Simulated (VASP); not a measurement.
Here is a VASP 6.6.1 calculation.

The input INCAR:

```
PREC = Accurate
ENCUT = 520
EDIFF = 1E-6
ISMEAR = 0
SIGMA = 0.1
LREAL = False
LASPH = True
NELM = 150
ALGO = Normal
ISIF = 2
LWAVE = False
LCHARG = False
ISPIN = 2
MAGMOM = 0 0 0 0 0 0 0 0 0 0 0 0 1 0
LORBIT = 11
LDIPOL = True
IDIPOL = 3
DIPOL = 0.5 0.5 0.306
GGA = PE
NBANDS = 40
KPAR = 4
```

Contents of KPOINTS:

```
Automatic mesh
0
Gamma
  5 5 1
```

File POSCAR:

```
Li12NO
1.0
    5.9451735978      0.0000000000      0.0000000000
   -1.9817245326      5.6051634218      0.0000000000
    0.0000000000      0.0000000000     22.6831262891
Li N O
12 1 1
Direct
    0.2500000000      0.2500000000      0.1763425354
    0.2500000000      0.7500000000      0.1763425354
    0.7500000000      0.2500000000      0.1763425354
    0.7500000000      0.7500000000      0.1763425354
    0.0000000000      0.0000000000      0.2794233694
    0.0000000000      0.5000000000      0.2794233694
    0.5000000000      0.0000000000      0.2794233694
    0.5000000000      0.5000000000      0.2794233694
    0.2500000000      0.2500000000      0.3828011262
    0.2500000000      0.7500000000      0.3828011262
    0.7500000000      0.2500000000      0.3828011262
    0.7500000000      0.7500000000      0.3828011262
    0.9166666667      0.5833333333      0.4401124502
    0.9611548149      0.6278214816      0.4903609239
```

Potentials or basis: VASP PAW PBE potentials, release 64 (Li_sv, N, O).

Command:

```sh
$ cat potpaw_PBE.64/Li_sv/POTCAR potpaw_PBE.64/N/POTCAR potpaw_PBE.64/O/POTCAR > POTCAR
$ mpirun -np 4 vasp_std > vasp.out
```

Task: What does it give for the largest force?

Result: 4.952 eV/Å.

Task: What does it give for the net moment?

Result: 1.40 μB per cell.

Task: Predict the site moments.

Result: Li -0.00, +0.00, -0.01, +0.01; N +0.49; O +0.54 μB.

Forces in eV/Å, atoms in the order of the input:
```
Li  -0.012  0.005 -0.017
Li  -0.016 -0.009 -0.003
Li   0.012  0.028  0.003
Li   0.015 -0.025  0.001
Li  -0.025  0.019 -0.007
Li   0.034 -0.010 -0.187
Li   0.028 -0.003  0.097
Li  -0.043 -0.001 -0.034
Li  -0.011  0.030 -0.036
Li  -0.293 -0.141  0.191
Li   0.029  0.490  0.310
Li   0.257 -0.225  0.147
N   -0.705 -0.957 -4.807
O    0.728  0.799  4.342
```

Caveat: the standard files for N, O and F lose accuracy on very short bonds.
